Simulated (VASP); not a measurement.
**Ge: single point with LDA**

Crystal: Ge.

```
Ge
1.0
     1.48805   -2.59469    0.00000
     1.48805    2.59469    0.00000
     0.00000    0.00000    4.72760
Ge
2
Direct
  0.66655 0.33345 0.25000
  0.33345 0.66655 0.75000
```

* Program: VASP 6.6.1
* Task: single point
* Functional: LDA
* Potentials or basis: VASP PAW LDA potentials, release 64 (Ge_d)
* Cutoff: 520 eV
* k mesh: 18 × 18 × 10
* Occupations: gaussian, width 0.15 eV
* Spin: no spin polarisation

```yaml
Pressure: -1.3 GPa
Largest_force: 0.005 eV/Å
Band_gap_on_the_k_mesh: zero (band 14 reaches 13.51 eV, above the bottom of band 15 at 3.85 eV)
```

Forces in eV/Å, atoms in the order of the input:
```
Ge   0.000  0.005  0.000
Ge   0.000 -0.005  0.000
```

Stress tensor (GPa, compression positive):
```
-1.35  0.00  0.00
 0.00 -1.38  0.00
 0.00  0.00 -1.20
```

Levels at points of the mesh, in eV from the Fermi level:
```csv
k point,band 10,band 11,band 12,band 13,band 14,band 15,band 16,band 17,band 18,band 19
"(0.00, 0.00, 0.00)",-24.73,-13.46,-7.62,-5.59,6.42,6.53,8.49,8.61,9.86,11.36
"(0.50, 0.00, 0.00)",-24.72,-8.56,-7.21,-2.42,-1.37,-0.97,1.38,2.31,6.43,7.01
"(0.50, 0.50, 0.00)",-24.72,-8.63,-7.25,-2.46,-1.39,-1.04,1.34,2.46,6.57,7.16
"(0.00, 0.00, 0.50)",-24.75,-11.79,-11.79,1.76,1.76,7.54,7.54,7.65,7.65,12.66
"(0.50, 0.00, 0.50)",-24.72,-7.14,-7.14,-4.99,-4.99,3.96,3.96,4.91,4.91,8.65
"(0.50, 0.50, 0.50)",-24.72,-7.21,-7.21,-5.02,-5.02,4.11,4.11,4.93,4.93,8.74
```

It took 110 s on 1 thread of Intel(R) Xeon(R) Platinum 8488C (Sapphire Rapids), with other jobs on the host, peak memory 0.4 GiB.
